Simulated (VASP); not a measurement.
# GaN (Fm-3m) in VASP: single point with r2SCAN

Aim: the single point of GaN with r2SCAN.

Program: VASP 6.6.1. These are calculated values, not measurements. Logs are shortened: lines on timing, memory, paths and dates and some standing lists are left out, and cuts for length are marked.

## (1) The cell of the first run

It takes space group Fm-3m (No. 225, cubic). The conventional cell has a = 4.029 Å, b = 4.029 Å, c = 4.029 Å, α = 90.00°, β = 90.00°, γ = 90.00°. Ga (site symmetry m-3m) has 6 N at 2.01 Å within 2.7 Å. N (site symmetry m-3m) has 6 Ga at 2.01 Å within 2.7 Å.

## (2) Single point, r2SCAN

The input, POSCAR:

```
GaN
1.0
    0.0000000000      2.0143290000      2.0143290000
    2.0143290000      0.0000000000      2.0143290000
    2.0143290000      2.0143290000      0.0000000000
Ga N
1 1
Direct
    0.5000000000      0.5000000000      0.5000000000
    0.0000000000      0.0000000000      0.0000000000
```

The input, INCAR.step1:

```
SYSTEM = GaN
  PREC = Accurate
  ENCUT = 520
  ISMEAR = -1
  SIGMA = 0.1
  LREAL = .FALSE.
  LASPH = .TRUE.
  NELM = 80
  NBANDS = 16
  GGA = PE
  ALGO = Normal
  EDIFF = 1E-4
  LWAVE = .TRUE.
  LCHARG = .FALSE.
```

The input, INCAR.step2:

```
SYSTEM = GaN
  PREC = Accurate
  ENCUT = 520
  EDIFF = 1E-6
  ISMEAR = -1
  SIGMA = 0.1
  LREAL = .FALSE.
  LASPH = .TRUE.
  NELM = 80
  ALGO = Normal
  ISIF = 2
  LWAVE = .FALSE.
  LCHARG = .FALSE.
  METAGGA = R2SCAN
  LMIXTAU = .TRUE.
  NBANDS = 16
  ISTART = 1
```

The input, KPOINTS:

```
Automatic mesh
0
G
  11 11 11
  0 0 0
```

Potentials or basis: VASP PAW PBE potentials, release 64 (Ga_d, N).

The run is started by

```bash
$ cat potpaw_PBE.64/Ga_d/POTCAR potpaw_PBE.64/N/POTCAR > POTCAR
$ cp INCAR.step1 INCAR
$ mpirun -np 1 vasp_std > vasp.out
$ cp INCAR.step2 INCAR
$ mpirun -np 1 vasp_std > vasp.out
```

OUTCAR:

```text
SYSTEM = GaN
   PREC = Accurate
   ENCUT = 520
   EDIFF = 1E-6
   ISMEAR = -1
   LREAL = .FALSE.
   LASPH = .TRUE.
   NELM = 80
   ISIF = 2
   METAGGA = R2SCAN
   ISTART = 1

 ion  position               nearest neighbor table
   1  0.500  0.500  0.500-   2 2.01   2 2.01   2 2.01   2 2.01   2 2.01   2 2.01
   2  0.000  0.000  0.000-   1 2.01   1 2.01   1 2.01   1 2.01   1 2.01   1 2.01

  LATTYP: Found a face centered cubic cell.
 ALAT       =     4.0286580000

  Lattice vectors:

 A1 = (   0.0000000000,   2.0143290000,   2.0143290000)
 A2 = (   2.0143290000,   0.0000000000,   2.0143290000)
 A3 = (   2.0143290000,   2.0143290000,   0.0000000000)

Analysis of symmetry for initial positions (statically):
=====================================================================
 Subroutine PRICEL returns:
 Original cell was already a primitive cell.

 Routine SETGRP: Setting up the symmetry group for a
 face centered cubic supercell.

 Subroutine GETGRP returns: Found 48 space group operations
 (whereof 48 operations were pure point group operations)
 out of a pool of 48 trial point group operations.

The static configuration has the point symmetry O_h .

Analysis of symmetry for dynamics (positions and initial velocities):
=====================================================================
 Subroutine PRICEL returns:
 Original cell was already a primitive cell.

 Routine SETGRP: Setting up the symmetry group for a
 face centered cubic supercell.

 Subroutine GETGRP returns: Found 48 space group operations
 (whereof 48 operations were pure point group operations)
 out of a pool of 48 trial point group operations.

The dynamic configuration has the point symmetry O_h .

 Subroutine INISYM returns: Found 48 space group operations
 (whereof 48 operations are pure point group operations),
 and found     1 'primitive' translations

----------------------------------------------------------------------------------------

                                     Primitive cell

  volume of cell :      16.3464

  direct lattice vectors                    reciprocal lattice vectors
     0.000000000  2.014329000  2.014329000    -0.248221616  0.248221616  0.248221616
     2.014329000  0.000000000  2.014329000     0.248221616 -0.248221616  0.248221616
     2.014329000  2.014329000  0.000000000     0.248221616  0.248221616 -0.248221616

  length of vectors
     2.848691391  2.848691391  2.848691391     0.429932451  0.429932451  0.429932451

  position of ions in fractional coordinates (direct lattice)
     0.500000000  0.500000000  0.500000000
     0.000000000  0.000000000  0.000000000

  ion indices of the primitive-cell ions
   primitive index   ion index
                 1           1
                 2           2

----------------------------------------------------------------------------------------

 KPOINTS: Automatic mesh

Automatic generation of k-mesh.
 Grid dimensions read from file:
 generate k-points for:   11   11   11

 Generating k-lattice:

  Cartesian coordinates                     Fractional coordinates (reciprocal lattice)
    -0.022565601  0.022565601  0.022565601     0.090909091  0.000000000  0.000000000
     0.022565601 -0.022565601  0.022565601     0.000000000  0.090909091  0.000000000
     0.022565601  0.022565601 -0.022565601     0.000000000  0.000000000  0.090909091

  Length of vectors
     0.039084768  0.039084768  0.039084768

  Shift w.r.t. Gamma in fractional coordinates (k-lattice)
     0.000000000  0.000000000  0.000000000

 Subroutine IBZKPT returns following result:
 ===========================================

 Found     56 irreducible k-points:

 Following reciprocal coordinates:
            Coordinates               Weight
  0.000000  0.000000  0.000000      1.000000
  0.090909  0.000000  0.000000      8.000000
  0.181818  0.000000  0.000000      8.000000
  0.272727  0.000000  0.000000      8.000000
  0.363636  0.000000  0.000000      8.000000
  0.454545  0.000000  0.000000      8.000000
[... 16 lines left out ...]
 -0.272727  0.181818  0.000000     24.000000
 -0.181818  0.181818  0.000000     12.000000
 [... further k-points ...]
   k-points           NKPTS =     56   k-points in BZ     NKDIM =     56   number of bands    NBANDS=     16
   number of dos      NEDOS =    301   number of ions     NIONS =      2
   total plane-waves  NPLWV =  13824
   dimension x,y,z NGX =    24 NGY =   24 NGZ =   24
   dimension x,y,z NGXF=    48 NGYF=   48 NGZF=   48
   ions per type =               1   1
   NGX,Y,Z   is equivalent  to a cutoff of  14.01, 14.01, 14.01 a.u.
   NGXF,Y,Z  is equivalent  to a cutoff of  28.01, 28.01, 28.01 a.u.
 SYSTEM =  GaN
   PREC   = accura    normal or accurate (medium, high low for compatibility)
   ISTART =      1    job   : 0-new  1-cont  2-samecut
   ICHARG =      0    charge: 1-file 2-atom 10-const
   ISPIN  =      1    spin polarized calculation?
   LNONCOLLINEAR =      F non collinear calculations
   LSORBIT =      F    spin-orbit coupling
   LASPH  =      T    aspherical Exc in radial PAW
   ENCUT  =  520.0 eV  38.22 Ry    6.18 a.u.   5.30  5.30  5.30*2*pi/ulx,y,z
   NELM   =     80;   NELMIN=  2; NELMDL=  0     # of ELM steps
   EDIFF  = 0.1E-05   stopping-criterion for ELM
   LREAL  =      F    real-space projection
   EDIFFG = 0.1E-04   stopping-criterion for IOM
   NSW    =      0    number of steps for IOM
   IBRION =     -1    ionic relax: 0-MD 1-quasi-New 2-CG
   NFREE  =      0    steps in history (QN), initial steepest desc. (CG)
   ISIF   =      2    stress and relaxation
   ISYM   =      2    0-nonsym 1-usesym 2-fastsym
   POTIM  = 0.5000    time-step for ionic-motion
   TEBEG  =    0.0;   TEEND  =   0.0 temperature during run
   PSTRESS=    0.0 pullay stress
   NELECT =      18.0000    total number of electrons
   NUPDOWN=      -1.0000    fix difference up-down
   EMIN   =  10.00;   EMAX   =-10.00  energy-range for DOS
   EFERMI =   0.00;   METHOD = LEGACY
   ISMEAR =    -1;   SIGMA  =   0.10  broadening in eV -4-tet -1-fermi 0-gaus
   EFERMI_NEDOS =   21; number of points for ismear=-14 and -15
   IALGO  =     38    algorithm
   IMIX   =      4    mixing-type and parameters
     AMIX     =   0.40;   BMIX     =  1.00
     AMIX_MAG =   1.60;   BMIX_MAG =  1.00
  volume/ion in A,a.u.               =       8.17        55.16
  Fermi-wavevector in a.u.,A,eV,Ry     =   1.690539  3.194656 38.884403  2.857923
  Thomas-Fermi vector in A             =   2.772468
   LORBIT       =      0    0 simple, 1 ext, 2 COOP (PROOUT), +10 PAW based schemes
   METAGGA = R2SCAN    functional components
   LHFCALC =     F    Hartree Fock is set to
   AEXX    =    0.0000 exact exchange contribution
   IVDW    =     0    specifies the selected vdW correction
   LEPSILON=     F    determine dielectric tensor
   LRPA    =     F    only Hartree local field effects (RPA)
 non-spin polarized calculation
  energy-cutoff  :      520.00
  volume of cell :       16.35
 maximum number of plane-waves:       459
 NGX is ok and might be reduce to    24
   NGX = 11   NGY = 11   NGZ = 11

 number of electron      18.0000003 magnetization

 Free energy of the ion-electron system (eV)
  ---------------------------------------------------
  ext. energy  EPLUGINS =         0.00000000
  ---------------------------------------------------
  free energy    TOTEN  =       -20.64738550 eV

  energy without entropy =      -20.64738476  energy(sigma->0) =      -20.64738513

 E-fermi :  10.8291     XC(G=0): -15.1297

 val. band max:        9.5942424195   @ k =  -0.1818   0.1818   0.0000
 cond. band min:      11.8672783771   @ k =   0.4545   0.4545   0.0000
 fundamental gap:      2.2730359576
 Fermi energy:        10.8290613830

 k-point     1 :       0.0000    0.0000    0.0000
  band No.  band energies     occupation
      1     -10.0502      2.00000
      2      -4.7599      2.00000
      3      -4.7599      2.00000
      4      -4.7599      2.00000
      5      -4.6585      2.00000
      6      -4.6585      2.00000
[... 8 lines left out ...]
     15      28.8153      0.00000
     16      28.8153      0.00000

 k-point     2 :       0.0909    0.0000    0.0000
  band No.  band energies     occupation
      1      -9.8624      2.00000
      2      -4.7725      2.00000
      3      -4.7508      2.00000
      4      -4.7507      2.00000
      5      -4.6765      2.00000
      6      -4.6765      2.00000
[... 8 lines left out ...]
     15      28.1456      0.00000
     16      28.1457      0.00000

 k-point     3 :       0.1818    0.0000    0.0000
  band No.  band energies     occupation
      1      -9.3135      2.00000
      2      -4.8092      2.00000
      3      -4.8023      2.00000
      4      -4.8022      2.00000
      5      -4.6474      2.00000
      6      -4.6473      2.00000
[... 8 lines left out ...]
     15      28.5623      0.00000
     16      28.5624      0.00000

 k-point     4 :       0.2727    0.0000    0.0000
  band No.  band energies     occupation
      1      -8.4542      2.00000
      2      -4.9086      2.00000
      3      -4.9085      2.00000
      4      -4.8709      2.00000
      5      -4.5675      2.00000
      6      -4.5674      2.00000
[... 8 lines left out ...]
     15      30.1854      0.00000
     16      30.1856      0.00000

 k-point     5 :       0.3636    0.0000    0.0000
  band No.  band energies     occupation
      1      -7.4100      2.00000
      2      -5.0078      2.00000
      3      -5.0078      2.00000
      4      -4.9739      2.00000
      5      -4.4896      2.00000
      6      -4.4896      2.00000
[... 8 lines left out ...]
     15      32.5059      0.00000
     16      32.5060      0.00000

 k-point     6 :       0.4545    0.0000    0.0000
  band No.  band energies     occupation
      1      -6.5027      2.00000
      2      -5.1457      2.00000
      3      -5.0664      2.00000
      4      -5.0664      2.00000
      5      -4.4426      2.00000
      6      -4.4425      2.00000
[... 8 lines left out ...]
     15      35.2731      0.00000
     16      35.2733      0.00000

 k-point     7 :       0.0909    0.0909    0.0000
  band No.  band energies     occupation
      1      -9.8028      2.00000
      2      -4.7814      2.00000
      3      -4.7366      2.00000
      4      -4.7366      2.00000
      5      -4.7302      2.00000
      6      -4.6459      2.00000
[... 8 lines left out ...]
     15      30.2087      0.00000
     16      30.3757      0.00000

 k-point     8 :       0.1818    0.0909    0.0000
  band No.  band energies     occupation
      1      -9.3845      2.00000
      2      -4.8202      2.00000
      3      -4.8077      2.00000
      4      -4.7386      2.00000
      5      -4.6869      2.00000
      6      -4.6210      2.00000
[... 8 lines left out ...]
     15      30.1223      0.00000
     16      30.8323      0.00000

 k-point     9 :       0.2727    0.0909    0.0000
  band No.  band energies     occupation
      1      -8.6507      2.00000
      2      -4.9264      2.00000
      3      -4.8424      2.00000
      4      -4.8146      2.00000
      5      -4.6028      2.00000
      6      -4.5497      2.00000
[... 8 lines left out ...]
     15      30.1670      0.00000
     16      31.7635      0.00000
[... 172 lines left out ...]
 k-point    19 :       0.3636    0.1818    0.0000
  band No.  band energies     occupation
      1      -7.8696      2.00000
      2      -4.9306      2.00000
      3      -4.8243      2.00000
      4      -4.7759      2.00000
      5      -4.4638      2.00000
      6      -4.4028      2.00000
[... 8 lines left out ...]
     15      33.8742      0.00000
     16      35.2219      0.00000

 k-point    20 :       0.4545    0.1818    0.0000
  band No.  band energies     occupation
      1      -7.2121      2.00000
      2      -4.9835      2.00000
      3      -4.8721      2.00000
      4      -4.7600      2.00000
      5      -4.4214      2.00000
      6      -4.0600      2.00000
[... 8 lines left out ...]
     15      34.0937      0.00000
     16      36.8496      0.00000

 k-point    21 :      -0.4545    0.1818    0.0000
  band No.  band energies     occupation
      1      -6.8477      2.00000
      2      -5.0272      2.00000
      3      -4.9493      2.00000
      4      -4.7303      2.00000
      5      -4.4288      2.00000
      6      -3.7671      2.00000
[... 8 lines left out ...]
     15      33.7557      0.00000
     16      34.8233      0.00000

 k-point    22 :      -0.3636    0.1818    0.0000
  band No.  band energies     occupation
      1      -6.9239      2.00000
      2      -5.0449      2.00000
      3      -4.9860      2.00000
      4      -4.7686      2.00000
      5      -4.4806      2.00000
      6      -3.9282      2.00000
[... 8 lines left out ...]
     15      31.8980      0.00000
     16      33.4724      0.00000

 k-point    23 :      -0.2727    0.1818    0.0000
  band No.  band energies     occupation
      1      -7.4799      2.00000
      2      -5.0105      2.00000
      3      -4.9747      2.00000
      4      -4.8255      2.00000
      5      -4.5561      2.00000
      6      -4.2114      2.00000
[... 8 lines left out ...]
     15      31.9611      0.00000
     16      34.2182      0.00000

 k-point    24 :      -0.1818    0.1818    0.0000
  band No.  band energies     occupation
      1      -8.2508      2.00000
      2      -4.9294      2.00000
      3      -4.9247      2.00000
      4      -4.8375      2.00000
      5      -4.6262      2.00000
      6      -4.4037      2.00000
[... 8 lines left out ...]
     15      31.1959      0.00000
     16      33.0320      0.00000

 [... further k-points ...]
[... 5 lines left out ...]
  --------------------------------------------------------------------------------------
  -------------------------------------------------------------------------------------
  Total        4.8589921      4.8589921      4.8589921     -0.0000000     -0.0000000      0.0000000
  in kB      476.2506325    476.2506325    476.2506325     -0.0000000     -0.0000000      0.0000000
  external PRESSURE =     476.2506325 kB  Pullay stress =       0.0000000 kB

 VOLUME and BASIS-vectors are now :
 -----------------------------------------------------------------------------
  energy-cutoff  :      520.00
  volume of cell :       16.35
      direct lattice vectors                 reciprocal lattice vectors
     0.000000000  2.014329000  2.014329000    -0.248221616  0.248221616  0.248221616
     2.014329000  0.000000000  2.014329000     0.248221616 -0.248221616  0.248221616
     2.014329000  2.014329000  0.000000000     0.248221616  0.248221616 -0.248221616

 POSITION                                       TOTAL-FORCE (eV/Angst)
 -----------------------------------------------------------------------------------
      2.01433      2.01433      2.01433        -0.000000      0.000000      0.000000
      0.00000      0.00000      0.00000         0.000000     -0.000000     -0.000000
 -----------------------------------------------------------------------------------
    total drift:                                0.000000     -0.000000      0.000000

  FREE ENERGIE OF THE ION-ELECTRON SYSTEM (eV)
  ---------------------------------------------------
  free  energy   TOTEN  =       -20.6473854968 eV

  energy  without entropy=      -20.6473847563  energy(sigma->0) =      -20.64738513
```

Wall time 74 s (1 thread of AMD EPYC 7R43 (Zen 3), shared host); peak memory 0.11 GiB.

What came out:

```yaml
Free_energy: -20.6474 eV
Pressure: 47.6 GPa
Band_gap_on_the_k_mesh: 2.27 eV, indirect (least direct gap 5.37 eV)
```

Levels at points of the mesh, in eV from the valence-band top:
```tsv
k point	band 5	band 6	band 7	band 8	band 9	band 10	band 11	band 12	band 13	band 14
(0.00, 0.00, 0.00)	-14.25	-14.25	-0.73	-0.73	-0.73	4.64	16.34	16.34	16.34	17.76
```

Caveat: the PAW data sets were made with another functional, which shifts forces and pressure a little. A k mesh can miss the band edges.
